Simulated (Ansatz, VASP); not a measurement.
# ZnS: VASP beside Ansatz

File POSCAR:

```
ZnS
1.0
    3.8110000000      0.0000000000      0.0000000000
   -1.9055000000      3.3004228138      0.0000000000
    0.0000000000      0.0000000000      6.2340000000
Zn S
2 2
Direct
    0.6666666667      0.3333333333      0.5000000000
    0.3333333333      0.6666666667      0.0000000000
    0.6666666667      0.3333333333      0.8850000000
    0.3333333333      0.6666666667      0.3850000000
```

File INCAR.step1:

```
PREC = Accurate
ENCUT = 520
ISMEAR = -1
SIGMA = 0.05
LREAL = F
LASPH = T
NELM = 80
NBANDS = 26
GGA = PE
ALGO = Normal
EDIFF = 1E-4
LWAVE = T
LCHARG = F
```

The input INCAR.step2:

```
PREC = Accurate
ENCUT = 520
EDIFF = 1E-6
ISMEAR = -1
SIGMA = 0.05
LREAL = F
LASPH = T
NELM = 80
ALGO = Normal
ISIF = 2
LWAVE = F
LCHARG = F
METAGGA = R2SCAN
LMIXTAU = T
IVDW = 13
VDW_S6 = 1.0
VDW_S8 = 0.6018749
VDW_A1 = 0.51559235
VDW_A2 = 5.77342911
NBANDS = 26
ISTART = 1
```

Contents of KPOINTS:

```
Automatic mesh
0
Gamma
  8 8 5
```

Contents of input.yaml:

```yaml
crystal:
  lattice:
    - [3.811, 0.0, 0.0]
    - [-1.9055, 3.3004228138, 0.0]
    - [0.0, 0.0, 6.234]
  atoms:
    - { symbol: Zn, position: [0.6666666667, 0.3333333333, 0.5] }
    - { symbol: Zn, position: [0.3333333333, 0.6666666667, 0.0] }
    - { symbol: S, position: [0.6666666667, 0.3333333333, 0.885] }
    - { symbol: S, position: [0.3333333333, 0.6666666667, 0.385] }
hamiltonian:
  xc: r2scan
  pseudopotentials: { kind: paw }
  dispersion: d4
kpoints:
  mp_grid: { grid: [8, 8, 5] }
scf:
  occupations: { method: fermi_dirac, width: 0.05 }
output:
  forces: true
  stress: true
  eigenvalues: true
  write_density: true
  write_potential: true
  elf: true
  volumetric_format: npy
```

Alike in both runs: task single point; functional r2SCAN; dispersion D4; k mesh 8 × 8 × 5; occupations fermi-dirac, width 0.05 eV; no spin polarisation.

```csv
,VASP,Ansatz
version,VASP 6.6.1,Ansatz 0.2.0
potentials or method,"VASP PAW PBE potentials, release 64 (Zn, S)",Ansatz PAW
plane-wave cutoff (eV),520,500
valence electrons in the cell,36,36
```

Ansatz gave:

| Quantity | Value |
| --- | --- |
| gap on the k mesh at the Fermi level (eV) | 2.82 |
| least direct gap on the mesh (eV) | 2.82 |
| pressure (GPa) | -0.8 |
| traceless stress, the component that is largest in VASP (GPa) | -1.27 |
| rms of the force components (eV/Å) | 0.183 |

Estimate VASP's values.

gap on the k mesh at the Fermi level (eV): 2.83; least direct gap on the mesh (eV): 2.83; pressure (GPa): -0.7; traceless stress, the component that is largest in VASP (GPa): -1.27; rms of the force components (eV/Å): 0.183.

VASP's potentials were made for PBE, not for r2SCAN. Atom by atom the forces differ by 0.001 eV/Å (rms over components).

Noted on Ansatz's run: odd divisions of the mesh miss points on the zone boundary, where band edges often lie, so the gap on the mesh can be too wide.
